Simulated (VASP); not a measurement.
Input of a VASP 6.6.1 run:

The input POSCAR:

```
CaO
1.0
    9.5352000000      0.0000000000      0.0000000000
    0.0000000000      9.5352000000      0.0000000000
    0.0000000000      0.0000000000      9.5352000000
O Ca
32 32
Direct
    0.2500000000      0.0000000000      0.0000000000
    0.2500000000      0.0000000000      0.5000000000
    0.2500000000      0.5000000000      0.0000000000
    0.2500000000      0.5000000000      0.5000000000
    0.7500000000      0.0000000000      0.0000000000
    0.7500000000      0.0000000000      0.5000000000
    0.7500000000      0.5000000000      0.0000000000
    0.7500000000      0.5000000000      0.5000000000
    0.0000000000      0.2500000000      0.0000000000
    0.0000000000      0.2500000000      0.5000000000
    0.0000000000      0.7500000000      0.0000000000
    0.0000000000      0.7500000000      0.5000000000
    0.5000000000      0.2500000000      0.0000000000
    0.5000000000      0.2500000000      0.5000000000
    0.5000000000      0.7500000000      0.0000000000
    0.5000000000      0.7500000000      0.5000000000
    0.0000000000      0.0000000000      0.2500000000
    0.0000000000      0.0000000000      0.7500000000
    0.0000000000      0.5000000000      0.2500000000
    0.0000000000      0.5000000000      0.7500000000
    0.5000000000      0.0000000000      0.2500000000
    0.5000000000      0.0000000000      0.7500000000
    0.5000000000      0.5000000000      0.2500000000
    0.5000000000      0.5000000000      0.7500000000
    0.2500000000      0.2500000000      0.2500000000
    0.2500000000      0.2500000000      0.7500000000
    0.2500000000      0.7500000000      0.2500000000
    0.2500000000      0.7500000000      0.7500000000
    0.7500000000      0.2500000000      0.2500000000
    0.7500000000      0.2500000000      0.7500000000
    0.7500000000      0.7500000000      0.2500000000
    0.7500000000      0.7500000000      0.7500000000
    0.0000000000      0.0000000000      0.0000000000
    0.0000000000      0.0000000000      0.5000000000
    0.0000000000      0.5000000000      0.0000000000
    0.0000000000      0.5000000000      0.5000000000
    0.5000000000      0.0000000000      0.0000000000
    0.5000000000      0.0000000000      0.5000000000
    0.5000000000      0.5000000000      0.0000000000
    0.5000000000      0.5000000000      0.5000000000
    0.2500000000      0.2500000000      0.0000000000
    0.2500000000      0.2500000000      0.5000000000
    0.2500000000      0.7500000000      0.0000000000
    0.2500000000      0.7500000000      0.5000000000
    0.7500000000      0.2500000000      0.0000000000
    0.7500000000      0.2500000000      0.5000000000
    0.7500000000      0.7500000000      0.0000000000
    0.7500000000      0.7500000000      0.5000000000
    0.2500000000      0.0000000000      0.2500000000
    0.2500000000      0.0000000000      0.7500000000
    0.2500000000      0.5000000000      0.2500000000
    0.2500000000      0.5000000000      0.7500000000
    0.7500000000      0.0000000000      0.2500000000
    0.7500000000      0.0000000000      0.7500000000
    0.7500000000      0.5000000000      0.2500000000
    0.7500000000      0.5000000000      0.7500000000
    0.0000000000      0.2500000000      0.2500000000
    0.0000000000      0.2500000000      0.7500000000
    0.0000000000      0.7500000000      0.2500000000
    0.0000000000      0.7500000000      0.7500000000
    0.5000000000      0.2500000000      0.2500000000
    0.5000000000      0.2500000000      0.7500000000
    0.5000000000      0.7500000000      0.2500000000
    0.5000000000      0.7500000000      0.7500000000
```

INCAR.step1

```
SYSTEM = CaO
PREC = Accurate ; ENCUT = 520
EDIFF = 1E-5 ; ISMEAR = -1
SIGMA = 0.05 ; LREAL = Auto
LASPH = .TRUE. ; NELM = 60
ALGO = Normal ; ISIF = 2
LWAVE = .TRUE. ; LCHARG = .FALSE.
NBANDS = 294 ; GGA = PE
LUSENCCL = .FALSE.
```

Contents of INCAR.step2:

```
SYSTEM = CaO
PREC = Accurate ; ENCUT = 520
EDIFF = 1E-7 ; ISMEAR = -1
SIGMA = 0.05 ; LREAL = Auto
LASPH = .TRUE. ; NELM = 60
ALGO = Normal ; ISIF = 2
LWAVE = .FALSE. ; LCHARG = .FALSE.
GGA = PE ; LHFCALC = .TRUE.
HFSCREEN = 0.2079 ; PRECFOCK = Fast
NBANDS = 294 ; ISTART = 1
LUSENCCL = .FALSE.
```

Contents of KPOINTS:

```
Automatic mesh
0
G
  1 1 1
  0 0 0
```

Potentials or basis: VASP PAW PBE potentials, release 64 (O, Ca_sv).

Command:

```bash
$ cat potpaw_PBE.64/O/POTCAR potpaw_PBE.64/Ca_sv/POTCAR > POTCAR
$ cp INCAR.step1 INCAR
$ mpirun -np 1 vasp_gam > vasp.out
$ cp INCAR.step2 INCAR
$ mpirun -np 1 vasp_gam > vasp.out
```

(1) What does it give for the band gap on the k mesh?

(2) Predict the pressure.

## Answers

(1) 5.27 eV.

(2) 4.1 GPa.

Caveat: the k points lie up to 0.66 Å⁻¹ apart; the PAW data sets were made with another functional, which shifts forces and pressure a little; an odd mesh through Γ misses points on the zone boundary, where band edges can lie.
